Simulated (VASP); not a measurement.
# GaAs (P-6m2) in VASP: settings compared

GaAs is run at these levels: B3LYP, PBEsol-based global hybrid; tasks: single point.

Everything below comes from runs of VASP 6.6.1. Logs are shortened: lines on timing, memory, paths and dates and some standing lists are left out, and cuts for length are marked.

### Step 1. The cell of the first run

It takes space group P-6m2 (No. 187, hexagonal). The conventional cell has a = 4.051 Å, b = 4.051 Å, c = 3.093 Å, α = 90.00°, β = 90.00°, γ = 120.00°. Ga (site symmetry -6m2) has 6 As at 2.80 Å and 2 Ga at 3.09 Å within 3.7 Å. As (site symmetry -6m2) has 6 Ga at 2.80 Å and 2 As at 3.09 Å within 3.7 Å.

### Step 2. Single point, B3LYP

POSCAR reads:

```
GaAs
1.0
    4.0505973058     -0.0000000032      0.0000000000
   -2.0252986501      3.5079201689      0.0000000000
    0.0000000000      0.0000000000      3.0932016752
Ga As
1 1
Direct
    0.3333333333      0.6666666667      0.5000000000
    0.0000000000      0.0000000000      0.0000000000
```

INCAR.step1 reads:

```
ALGO     = Normal         # electronic algorithm
EDIFF    = 1E-5           # SCF threshold, eV
ENCUT    = 520            # plane-wave cutoff, eV
GGA      = PE             # functional
ISIF     = 2              # what is computed and relaxed
ISMEAR   = -1             # smearing method
LASPH    = True           # aspherical terms in the spheres
LCHARG   = False          # write CHGCAR
LREAL    = False          # projectors in reciprocal space
LWAVE    = True           # write WAVECAR
NBANDS   = 16             # bands
NELM     = 60             # most SCF steps
PREC     = Accurate       # precision mode
SIGMA    = 0.05           # smearing width, eV
```

INCAR.step2 reads:

```
AEXX     = 0.2            # exact-exchange fraction
AGGAC    = 0.81         
AGGAX    = 0.72         
ALDAC    = 0.19         
ALGO     = Normal         # electronic algorithm
EDIFF    = 1E-6           # SCF threshold, eV
ENCUT    = 520            # plane-wave cutoff, eV
GGA      = B3             # functional
ISIF     = 2              # what is computed and relaxed
ISMEAR   = -1             # smearing method
ISTART   = 1            
LASPH    = True           # aspherical terms in the spheres
LCHARG   = False          # write CHGCAR
LHFCALC  = True           # exact exchange
LREAL    = False          # projectors in reciprocal space
LWAVE    = False          # write WAVECAR
NBANDS   = 16             # bands
NELM     = 60             # most SCF steps
PREC     = Accurate       # precision mode
PRECFOCK = Normal       
SIGMA    = 0.05           # smearing width, eV
```

KPOINTS reads:

```
k-points
0
Gamma
  5 5 4
```

Potentials or basis: VASP PAW PBE potentials, release 64 (Ga_d, As).

Started as:

```
cat potpaw_PBE.64/Ga_d/POTCAR potpaw_PBE.64/As/POTCAR > POTCAR
cp INCAR.step1 INCAR
mpirun -np 1 vasp_std > vasp.out
cp INCAR.step2 INCAR
mpirun -np 1 vasp_std > vasp.out
```

OUTCAR:

```text
AEXX = 0.2
   EDIFF = 1E-6
   ENCUT = 520
   GGA = B3
   ISIF = 2
   ISMEAR = -1
   ISTART = 1
   LASPH = True
   LHFCALC = True
   LREAL = False
   NELM = 60
   PREC = Accurate
   PRECFOCK = Normal

 ion  position               nearest neighbor table
   1  0.333  0.667  0.500-   2 2.80   2 2.80   2 2.80   2 2.80   2 2.80   2 2.80
   2  0.000  0.000  0.000-   1 2.80   1 2.80   1 2.80   1 2.80   1 2.80   1 2.80

  LATTYP: Found a hexagonal cell.
 ALAT       =     4.0505973058
 C/A-ratio  =     0.7636408761

  Lattice vectors:

 A1 = (   4.0505973058,  -0.0000000032,   0.0000000000)
 A2 = (  -2.0252986501,   3.5079201689,   0.0000000000)
 A3 = (   0.0000000000,   0.0000000000,   3.0932016752)

Analysis of symmetry for initial positions (statically):
=====================================================================
 Subroutine PRICEL returns:
 Original cell was already a primitive cell.

 Routine SETGRP: Setting up the symmetry group for a
 hexagonal supercell.

 Subroutine GETGRP returns: Found 12 space group operations
 (whereof 12 operations were pure point group operations)
 out of a pool of 24 trial point group operations.

The static configuration has the point symmetry D_3h.

Analysis of symmetry for dynamics (positions and initial velocities):
=====================================================================
 Subroutine PRICEL returns:
 Original cell was already a primitive cell.

 Routine SETGRP: Setting up the symmetry group for a
 hexagonal supercell.

 Subroutine GETGRP returns: Found 12 space group operations
 (whereof 12 operations were pure point group operations)
 out of a pool of 24 trial point group operations.

The dynamic configuration has the point symmetry D_3h.

 Subroutine INISYM returns: Found 12 space group operations
 (whereof 12 operations are pure point group operations),
 and found     1 'primitive' translations

----------------------------------------------------------------------------------------

                                     Primitive cell

  volume of cell :      43.9518

  direct lattice vectors                    reciprocal lattice vectors
     4.050597306 -0.000000003  0.000000000     0.246877170  0.142534600  0.000000000
    -2.025298650  3.507920169  0.000000000     0.000000000  0.285069201  0.000000000
[... 81 lines left out ...]
   ISIF   =      2    stress and relaxation
   ISYM   =      3    0-nonsym 1-usesym 2-fastsym
   POTIM  = 0.5000    time-step for ionic-motion
   TEBEG  =    0.0;   TEEND  =   0.0 temperature during run
   PSTRESS=    0.0 pullay stress
   NELECT =      18.0000    total number of electrons
   NUPDOWN=      -1.0000    fix difference up-down
   EMIN   =  10.00;   EMAX   =-10.00  energy-range for DOS
   EFERMI =   0.00;   METHOD = LEGACY
   ISMEAR =    -1;   SIGMA  =   0.05  broadening in eV -4-tet -1-fermi 0-gaus
   EFERMI_NEDOS =   21; number of points for ismear=-14 and -15
   IALGO  =     38    algorithm
   IMIX   =      1    mixing-type and parameters
     AMIX     =   0.40;   BMIX     =  1.00
     AMIX_MAG =   1.60;   BMIX_MAG =  1.00
  volume/ion in A,a.u.               =      21.98       148.30
  Fermi-wavevector in a.u.,A,eV,Ry     =   1.215738  2.297412 20.109668  1.478019
  Thomas-Fermi vector in A             =   2.351115
   LORBIT       =      0    0 simple, 1 ext, 2 COOP (PROOUT), +10 PAW based schemes
   GGA     = B3    functional components
   LHFCALC =     T    Hartree Fock is set to
   PRECFOCK=normal    Normal, Fast or Accurate (Low or Medium for compatibility)
   ENCUT4O =  -1.0   cutoff for four orbital integrals eV
   NKREDX  =     1    reduce k-point grid by
   NKREDY  =     1    reduce k-point grid by
   NKREDZ  =     1    reduce k-point grid by
   AEXX    =    0.2000 exact exchange contribution
   HFSCREEN=    0.0000 screening length (either q_TF or 0.3 A-1)
   HFSCREENC=   0.0000 screening length for correlation (either q_TF or 0.3 A-1)
   ENCUTFOCK=  -1.0 apply spherical cutoff to Coloumb kernel
   IVDW    =     0    specifies the selected vdW correction
   LEPSILON=     F    determine dielectric tensor
   LRPA    =     F    only Hartree local field effects (RPA)
 non-spin polarized calculation
  energy-cutoff  :      520.00
  volume of cell :       43.95
 maximum number of plane-waves:      1201
 NGX is ok and might be reduce to    30
  NGX = 24; NGY = 24; NGZ = 18

 number of electron      17.9999986 magnetization

 Free energy of the ion-electron system (eV)
  ---------------------------------------------------
  ext. energy  EPLUGINS =         0.00000000
  ---------------------------------------------------
  free energy    TOTEN  =        -7.97653571 eV

  energy without entropy =       -7.97628552  energy(sigma->0) =       -7.97641062

 E-fermi :   4.7490     XC(G=0):  -7.9144

 val. band max:        4.4348744565   @ k =   0.2000  -0.0000   0.5000
 cond. band min:       5.0493090619   @ k =   0.2000  -0.0000   0.0000
 fundamental gap:      0.6144346054
 Fermi energy:         4.7490068280

 k-point     1 :       0.0000    0.0000    0.0000
  band No.  band energies     occupation
      1     -13.1311      2.00000
      2     -13.0458      2.00000
      3     -13.0458      2.00000
      4     -13.0124      2.00000
      5     -13.0124      2.00000
      6      -9.8567      2.00000
[... 262 lines left out ...]
      3     -13.0330      2.00000
      4     -13.0148      2.00000
      5     -12.9569      2.00000
      6      -5.9295      2.00000
[... 8 lines left out ...]
     15      17.4124      0.00000
     16      18.2802      0.00000

------------------------ aborting loop because EDIFF is reached ----------------------------------------

  FORCE on cell =-STRESS in cart. coord.  units (eV):
  Direction    XX          YY          ZZ          XY          YZ          ZX
  --------------------------------------------------------------------------------------
  -------------------------------------------------------------------------------------
  Total       -0.0399442     -0.0399442      0.0108867     -0.0000000     -0.0000000      0.0000000
  in kB       -1.4560883     -1.4560883      0.3968538     -0.0000000     -0.0000000      0.0000000
  external PRESSURE =      -0.8384409 kB  Pullay stress =       0.0000000 kB

 VOLUME and BASIS-vectors are now :
 -----------------------------------------------------------------------------
  energy-cutoff  :      520.00
  volume of cell :       43.95
      direct lattice vectors                 reciprocal lattice vectors
     4.050597306 -0.000000003  0.000000000     0.246877170  0.142534600  0.000000000
    -2.025298650  3.507920169  0.000000000     0.000000000  0.285069201  0.000000000
     0.000000000  0.000000000  3.093201675     0.000000000  0.000000000  0.323289622

 POSITION                                       TOTAL-FORCE (eV/Angst)
 -----------------------------------------------------------------------------------
      0.00000      2.33861      1.54660        -0.000000      0.000000      0.000000
      0.00000      0.00000      0.00000         0.000000     -0.000000      0.000000
 -----------------------------------------------------------------------------------
    total drift:                                0.000013     -0.000005     -0.000000

  FREE ENERGIE OF THE ION-ELECTRON SYSTEM (eV)
  ---------------------------------------------------
  free  energy   TOTEN  =        -7.9765357134 eV

  energy  without entropy=       -7.9762855228  energy(sigma->0) =       -7.97641062
```

OUTCAR.step1:

```text
EDIFF = 1E-5
   ENCUT = 520
   GGA = PE
   ISIF = 2
   ISMEAR = -1
[... 495 lines left out ...]
 -----------------------------------------------------------------------------------
      0.00000      2.33861      1.54660        -0.000000     -0.000000      0.000000
      0.00000      0.00000      0.00000         0.000000      0.000000      0.000000
 -----------------------------------------------------------------------------------
    total drift:                               -0.000001      0.000000     -0.000000

  FREE ENERGIE OF THE ION-ELECTRON SYSTEM (eV)
  ---------------------------------------------------
  free  energy   TOTEN  =        -7.5470986086 eV

  energy  without entropy=       -7.5368085220  energy(sigma->0) =       -7.54195357
```

Run time: 12 min. Hardware: 1 thread of Intel Xeon Platinum 8375C at 2.90GHz (Ice Lake), shared host; peak memory 0.17 GiB.

What came out:

```
Free energy            : -7.9765 eV
Pressure               : -0.1 GPa
Band gap on the k mesh : zero (band 9 reaches 7.20 eV, above the bottom of band 10 at 3.06 eV)
```

Caveat: the k points lie up to 0.51 Å⁻¹ apart; the PAW data sets were made with another functional, which shifts forces and pressure a little.

### Step 3. Single point, PBEsol-based global hybrid

This run uses another cell than the first one, of 20.12 Å³/atom, 0.916 times its volume.

POSCAR reads:

```
GaAs
1.0
    3.6064012100      0.0000000000      0.0000000000
   -1.8032006000      3.1232350600      0.0000000000
    0.0000000000      0.0000000000      3.5731941600
Ga As
1 1
Direct
    0.3333333300      0.6666666700      0.5000000000
    0.0000000000      0.0000000000      0.0000000000
```

INCAR.step1 reads:

```
ALGO     = Normal         # electronic algorithm
EDIFF    = 1E-5           # SCF threshold, eV
ENCUT    = 520            # plane-wave cutoff, eV
GGA      = PE             # functional
ISIF     = 2              # what is computed and relaxed
ISMEAR   = -1             # smearing method
LASPH    = T              # aspherical terms in the spheres
LCHARG   = F              # write CHGCAR
LREAL    = F              # projectors in reciprocal space
LWAVE    = T              # write WAVECAR
NBANDS   = 16             # bands
NELM     = 80             # most SCF steps
PREC     = Accurate       # precision mode
SIGMA    = 0.05           # smearing width, eV
```

INCAR.step2 reads:

```
AEXX     = 0.25           # exact-exchange fraction
ALGO     = Normal         # electronic algorithm
EDIFF    = 1E-6           # SCF threshold, eV
ENCUT    = 520            # plane-wave cutoff, eV
GGA      = PS             # functional
ISIF     = 2              # what is computed and relaxed
ISMEAR   = -1             # smearing method
ISTART   = 1            
LASPH    = T              # aspherical terms in the spheres
LCHARG   = F              # write CHGCAR
LHFCALC  = T              # exact exchange
LREAL    = F              # projectors in reciprocal space
LWAVE    = F              # write WAVECAR
NBANDS   = 16             # bands
NELM     = 80             # most SCF steps
PREC     = Accurate       # precision mode
PRECFOCK = Normal       
SIGMA    = 0.05           # smearing width, eV
```

KPOINTS is that of step 2.

Potentials or basis: VASP PAW PBE potentials, release 64 (Ga_d, As).

Started as:

```
cat potpaw_PBE.64/Ga_d/POTCAR potpaw_PBE.64/As/POTCAR > POTCAR
cp INCAR.step1 INCAR
mpirun -np 1 vasp_std > vasp.out
cp INCAR.step2 INCAR
mpirun -np 1 vasp_std > vasp.out
```

OUTCAR:

```text
AEXX = 0.25
   EDIFF = 1E-6
   ENCUT = 520
   GGA = PS
   ISIF = 2
   ISMEAR = -1
   ISTART = 1
   LASPH = T
   LHFCALC = T
   LREAL = F
   NELM = 80
   PREC = Accurate
   PRECFOCK = Normal

 ion  position               nearest neighbor table
   1  0.333  0.667  0.500-   2 2.74   2 2.74   2 2.74   2 2.74   2 2.74   2 2.74
   2  0.000  0.000  0.000-   1 2.74   1 2.74   1 2.74   1 2.74   1 2.74   1 2.74

  LATTYP: Found a hexagonal cell.
 ALAT       =     3.6064012100
 C/A-ratio  =     0.9907921920

  Lattice vectors:

 A1 = (   3.6064012100,   0.0000000000,   0.0000000000)
 A2 = (  -1.8032006000,   3.1232350600,   0.0000000000)
 A3 = (   0.0000000000,   0.0000000000,   3.5731941600)

Analysis of symmetry for initial positions (statically):
=====================================================================
 Subroutine PRICEL returns:
 Original cell was already a primitive cell.

 Routine SETGRP: Setting up the symmetry group for a
 hexagonal supercell.

 Subroutine GETGRP returns: Found 12 space group operations
 (whereof 12 operations were pure point group operations)
 out of a pool of 24 trial point group operations.

[... 158 lines left out ...]
  energy without entropy =       -9.97519643  energy(sigma->0) =       -9.97656294

 E-fermi :   5.1612     XC(G=0):  -8.3648

 val. band max:        4.6666071413   @ k =   0.2000  -0.0000   0.2500
 cond. band min:       5.2418046901   @ k =   0.4000  -0.0000   0.0000
 fundamental gap:      0.5751975488
 Fermi energy:         5.1612104590

 k-point     1 :       0.0000    0.0000    0.0000
  band No.  band energies     occupation
      1     -13.2138      2.00000
      2     -13.2138      2.00000
      3     -13.1899      2.00000
      4     -13.1511      2.00000
      5     -13.1511      2.00000
      6     -10.1976      2.00000
[... 262 lines left out ...]
      3     -13.2035      2.00000
      4     -13.1698      2.00000
      5     -13.0982      2.00000
      6      -6.0767      2.00000
[... 8 lines left out ...]
     15      20.0844      0.00000
     16      21.5150      0.00000

------------------------ aborting loop because EDIFF is reached ----------------------------------------

  FORCE on cell =-STRESS in cart. coord.  units (eV):
  Direction    XX          YY          ZZ          XY          YZ          ZX
  --------------------------------------------------------------------------------------
  -------------------------------------------------------------------------------------
  Total       -0.3365887     -0.3365887     -3.2625259     -0.0000000      0.0000000      0.0000000
  in kB      -13.3990756    -13.3990756   -129.8760968     -0.0000000      0.0000000      0.0000000
  external PRESSURE =     -52.2247493 kB  Pullay stress =       0.0000000 kB

 VOLUME and BASIS-vectors are now :
 -----------------------------------------------------------------------------
  energy-cutoff  :      520.00
  volume of cell :       40.25
      direct lattice vectors                 reciprocal lattice vectors
     3.606401210  0.000000000  0.000000000     0.277284734  0.160090416  0.000000000
    -1.803200600  3.123235060  0.000000000     0.000000000  0.320180832  0.000000000
     0.000000000  0.000000000  3.573194160     0.000000000  0.000000000  0.279861646

 POSITION                                       TOTAL-FORCE (eV/Angst)
 -----------------------------------------------------------------------------------
     -0.00000      2.08216      1.78660        -0.000000      0.000000      0.000000
      0.00000      0.00000      0.00000         0.000000      0.000000      0.000000
 -----------------------------------------------------------------------------------
    total drift:                                0.000013     -0.000011     -0.000005

  FREE ENERGIE OF THE ION-ELECTRON SYSTEM (eV)
  ---------------------------------------------------
  free  energy   TOTEN  =        -9.9779294557 eV

  energy  without entropy=       -9.9751964266  energy(sigma->0) =       -9.97656294
```

OUTCAR.step1:

```text
EDIFF = 1E-5
   ENCUT = 520
   GGA = PE
   ISIF = 2
   ISMEAR = -1
[... 495 lines left out ...]
 -----------------------------------------------------------------------------------
     -0.00000      2.08216      1.78660         0.000000      0.000000      0.000000
      0.00000      0.00000      0.00000        -0.000000      0.000000      0.000000
 -----------------------------------------------------------------------------------
    total drift:                                0.000008     -0.000005      0.000000

  FREE ENERGIE OF THE ION-ELECTRON SYSTEM (eV)
  ---------------------------------------------------
  free  energy   TOTEN  =        -7.2364229941 eV

  energy  without entropy=       -7.2184122762  energy(sigma->0) =       -7.22741764
```

OSZICAR.step1:

```text
N       E                     dE             d eps       ncg     rms          rms(c)
DAV:   1     0.788724927027E+02    0.78872E+02   -0.89070E+03   480   0.170E+03
DAV:   2    -0.152955703511E+01   -0.80402E+02   -0.77033E+02   568   0.323E+02
DAV:   3    -0.724346241383E+01   -0.57139E+01   -0.55942E+01   576   0.610E+01
DAV:   4    -0.732050377193E+01   -0.77041E-01   -0.77023E-01   632   0.776E+00
DAV:   5    -0.732152911605E+01   -0.10253E-02   -0.10253E-02   592   0.814E-01    0.206E+00
DAV:   6    -0.724533621956E+01    0.76193E-01   -0.11285E-01   688   0.608E+00    0.119E+00
DAV:   7    -0.723695008701E+01    0.83861E-02   -0.24492E-02   648   0.132E+00    0.408E-01
DAV:   8    -0.723638219475E+01    0.56789E-03   -0.42033E-03   648   0.848E-01    0.636E-02
DAV:   9    -0.723642486916E+01   -0.42674E-04   -0.53528E-04   648   0.357E-01    0.478E-02
DAV:  10    -0.723642299407E+01    0.18751E-05   -0.34554E-05   584   0.580E-02
   1 F= -.72364230E+01 E0= -.72274176E+01  d E =-.180107E-01
```

Run time: 14 min. Hardware: 1 thread of AMD EPYC 9R14 (Zen 4), shared host; peak memory 0.15 GiB.

What came out:

```
Free energy            : -9.9779 eV
Pressure               : -5.2 GPa
Band gap on the k mesh : zero (band 9 reaches 7.07 eV, above the bottom of band 10 at 2.82 eV)
```

Caveat: the k points lie up to 0.44 Å⁻¹ apart; the PAW data sets were made with another functional, which shifts forces and pressure a little.
